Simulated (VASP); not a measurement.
A run of VASP 6.6.1 is set up as follows.

Contents of INCAR:

```
  ALGO = Normal
  DIPOL = 0.5 0.5 0.500
  EDIFF = 1E-6
  ENCUT = 520
  GGA = PE
  IDIPOL = 3
  ISIF = 2
  ISMEAR = 0
  LASPH = True
  LCHARG = True
  LDIPOL = True
  LELF = True
  LREAL = False
  LVACPOTAV = True
  LVHAR = True
  LWAVE = False
  NBANDS = 59
  NELM = 100
  PREC = Accurate
  SIGMA = 0.1
```

KPOINTS

```
k-points
0
Gamma
  9 9 1
```

File POSCAR:

```
Bi2Te3
1.0
    4.4688133036      0.0000000000      0.0000000000
   -2.2344066518      3.8701058457      0.0000000000
    0.0000000000      0.0000000000     32.4659164882
Bi Te
4 6
Direct
    0.6666666667      0.3333333333      0.2310114979
    0.0000000000      0.0000000000      0.4653881506
    0.3333333333      0.6666666667      0.5346118494
    0.6666666667      0.3333333333      0.7689885021
    0.0000000000      0.0000000000      0.2861947607
    0.3333333333      0.6666666667      0.3482002818
    0.6666666667      0.3333333333      0.4102045633
    0.6666666667      0.3333333333      0.5897951122
    0.0000000000      0.0000000000      0.6518006333
    0.3333333333      0.6666666667      0.7138049148
```

Potentials or basis: VASP PAW PBE potentials, release 64 (Bi_d, Te).

Run with:

```sh
$ cat potpaw_PBE.64/Bi_d/POTCAR potpaw_PBE.64/Te/POTCAR > POTCAR
$ mpirun -np 1 vasp_std > vasp.out
```

Predict the band gap on the k mesh.

zero (band 48 reaches 2.07 eV, above the bottom of band 49 at 1.94 eV).

What does it give for the largest force?

0.336 eV/Å.

Forces on the atoms (eV/Å):
```
Bi   0.000  0.000  0.336
Bi   0.000  0.000 -0.163
Bi   0.000  0.000  0.163
Bi   0.000  0.000 -0.336
Te   0.000  0.000 -0.324
Te   0.000  0.000 -0.041
Te   0.000  0.000  0.147
Te   0.000  0.000 -0.147
Te   0.000  0.000  0.041
Te   0.000  0.000  0.324
```

Caveat: spin-orbit coupling is left out, which moves the levels of the heavy elements.
